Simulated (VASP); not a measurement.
Set up this calculation in VASP 6.6.1, as the native input.

```
Task                   : single point
Functional             : PBE
Potentials or basis    : VASP PAW PBE potentials, release 64 (Ga_d, Co)
Cutoff                 : 520 eV
k mesh                 : 8 × 8 × 8
Occupations            : fermi-dirac, width 0.05 eV
Spin                   : collinear spin, ferromagnetic start
Starting moments       : [0.0, 1.8] μB
Dipole correction      : no
Further INCAR settings : ALGO = Normal; EDIFF = 1e-06; NBANDS = 22
```

The structure of GaCo lies in POSCAR:

```
GaCo
1.0
    2.8586839818      0.0000000000      0.0000000000
    0.0000000000      2.8586839818      0.0000000000
    0.0000000000      0.0000000000      2.8586839818
Ga Co
1 1
Direct
    0.5000000000      0.5000000000      0.5000000000
    0.0000000000      0.0000000000      0.0000000000
```

The input as run:

INCAR

```
SYSTEM = GaCo
ALGO = Normal ; EDIFF = 1E-6
ENCUT = 520 ; GGA = PE
ISIF = 2 ; ISMEAR = -1
ISPIN = 2 ; LASPH = .True.
LCHARG = .False. ; LMAXMIX = 4
LORBIT = 11 ; LREAL = .False.
LWAVE = .False. ; MAGMOM = 0 1.8
NBANDS = 22 ; NELM = 150
PREC = Accurate ; SIGMA = 0.05
```

KPOINTS

```
k-points
0
Gamma
  8 8 8
  0 0 0
```

Potentials or basis: VASP PAW PBE potentials, release 64 (Ga_d, Co).

Run with:

```console
$ cat potpaw_PBE.64/Ga_d/POTCAR potpaw_PBE.64/Co/POTCAR > POTCAR
$ mpirun -np 1 vasp_std > vasp.out
```

Results of the run:

```
Pressure                                              : 5.0 GPa
Net moment                                            : 0.17 μB per cell
Site moments                                          : Ga -0.01; Co +0.19 μB
Valence electrons inside the program's atomic spheres : Ga 11.82; Co 8.39
```

Caveat: the cell stands under pressure.

Wall time 63 s on 1 thread of Intel Xeon 8259CL, on a shared host, peak memory 0.17 GiB.
